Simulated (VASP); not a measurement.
A run of VASP 6.6.1:

INCAR

```
SYSTEM = Li
ALGO = Normal
EDIFF = 1E-8
ENCUT = 520
ISIF = 2
ISMEAR = -1
LASPH = .TRUE.
LCHARG = .FALSE.
LEFG = .TRUE.
LREAL = .FALSE.
LWAVE = .FALSE.
NBANDS = 8
NELM = 100
PREC = Accurate
SIGMA = 0.05
```

KPOINTS

```
k-points
0
G
  13 13 13
  0 0 0
```

The input POSCAR:

```
Li
1.0
   -1.7558139962      1.7558139962      1.7558139962
    1.7558139962     -1.7558139962      1.7558139962
    1.7558139962      1.7558139962     -1.7558139962
Li
1
Direct
    0.0000000000      0.0000000000      0.0000000000
```

Potentials or basis: VASP PAW LDA potentials, release 64 (Li_sv).

Command:

```console
$ cat potpaw_LDA.64/Li_sv/POTCAR > POTCAR
$ mpirun -np 1 vasp_std > vasp.out
```

Hardware: 1 thread of Intel(R) Xeon(R) Platinum 8375C CPU @ 2.90GHz (Ice Lake), with other jobs on the host.

Task: Estimate the wall time of this run.

Result: Wall time 12 s on 1 thread of Intel(R) Xeon(R) Platinum 8375C CPU @ 2.90GHz (Ice Lake), with other jobs on the host, peak memory 0.11 GiB. Counts: scf iterations 11, k points 84.
